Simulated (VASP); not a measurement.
Input of a VASP 6.6.1 run:

The input INCAR:

```
SYSTEM = Co
PREC     = Accurate       ! precision mode
ENCUT    = 520            ! plane-wave cutoff, eV
EDIFF    = 1E-6           ! SCF threshold, eV
ISMEAR   = 0              ! smearing method
SIGMA    = 0.1            ! smearing width, eV
LREAL    = .False.        ! projectors in reciprocal space
LASPH    = .True.         ! aspherical terms in the spheres
NELM     = 150            ! most SCF steps
ALGO     = Normal         ! electronic algorithm
ISIF     = 2              ! what is computed and relaxed
LWAVE    = .False.        ! write WAVECAR
LCHARG   = .False.        ! write CHGCAR
ISPIN    = 2              ! spin polarisation
MAGMOM   = 3 3 3          ! initial moments
LORBIT   = 11             ! projections on sites
LMAXMIX  = 4              ! l up to which the mixer works
GGA      = PE             ! functional
NBANDS   = 24             ! bands
```

File KPOINTS:

```
regular mesh
0
Gamma
  6 6 6
  0 0 0
```

File POSCAR:

```
Co
1.0
    3.4833491120      0.0000000000      0.0000000000
   -1.7416745560      3.0166688212      0.0000000000
    0.0000000000      0.0000000000      2.9692852562
Co
3
Direct
    0.3333333333      0.6666666667      0.5000000000
    0.0000000000      0.0000000000      0.0000000000
    0.6666666667      0.3333333333      0.5000000000
```

Potentials or basis: VASP PAW PBE potentials, release 64 (Co).

The run is started by

```bash
$ cat potpaw_PBE.64/Co/POTCAR > POTCAR
$ mpirun -np 1 vasp_std > vasp.out
```

**Question.** Predict the net moment.

**Answer.** 4.69 μB per cell.

**Question.** Predict the site moments.

**Answer.** Co +1.42, +1.81 μB.

**Question.** What does it give for the pressure?

**Answer.** 39.3 GPa.

Stress tensor (GPa, compression positive):
```
61.35  0.00  0.00
 0.00 61.35  0.00
 0.00  0.00 -4.77
```
